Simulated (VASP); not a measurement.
Wanted: the native input for a VASP 6.6.1 run.

```
Task                   : single point
Functional             : PBEsol
Potentials or basis    : VASP PAW PBE potentials, release 64 (As)
Cutoff                 : 520 eV
k mesh                 : 8 × 8 × 8
Occupations            : gaussian, width 0.1 eV
Spin                   : no spin polarisation
Dipole correction      : no
Further INCAR settings : ALGO = Normal; EDIFF = 1e-07; NBANDS = 8
```

The structure of As lies in POSCAR:

```
As
1.0
   -1.6650069748      1.6650069748      1.6650069748
    1.6650069748     -1.6650069748      1.6650069748
    1.6650069748      1.6650069748     -1.6650069748
As
1
Direct
    0.0000000000      0.0000000000      0.0000000000
```

This cell differs from its parent crystal: Sb replaced by As, lengths x 0.914, strained.

One way to write it, as run:

INCAR

```
  PREC = Accurate
  ENCUT = 520
  EDIFF = 1E-7
  ISMEAR = 0
  SIGMA = 0.1
  LREAL = F
  LASPH = T
  NELM = 80
  ALGO = Normal
  ISIF = 2
  LWAVE = F
  LCHARG = F
  GGA = PS
  NBANDS = 8
```

KPOINTS

```
regular mesh
0
Gamma
  8 8 8
```

Potentials or basis: VASP PAW PBE potentials, release 64 (As).

Run with:

```sh
$ cat potpaw_PBE.64/As/POTCAR > POTCAR
$ mpirun -np 1 vasp_std > vasp.out
```

Results of the run:

```
Pressure : -1.8 GPa
```

Caveat: the cell differs from its parent crystal (Sb replaced by As, lengths x 0.914, strained); the PAW data sets were made with another functional, which shifts forces and pressure a little.

It took 3.2 s on 1 thread of Intel(R) Xeon(R) Platinum 8259CL CPU @ 2.50GHz (Skylake/Cascade Lake), on a shared host, peak memory 0.13 GiB.
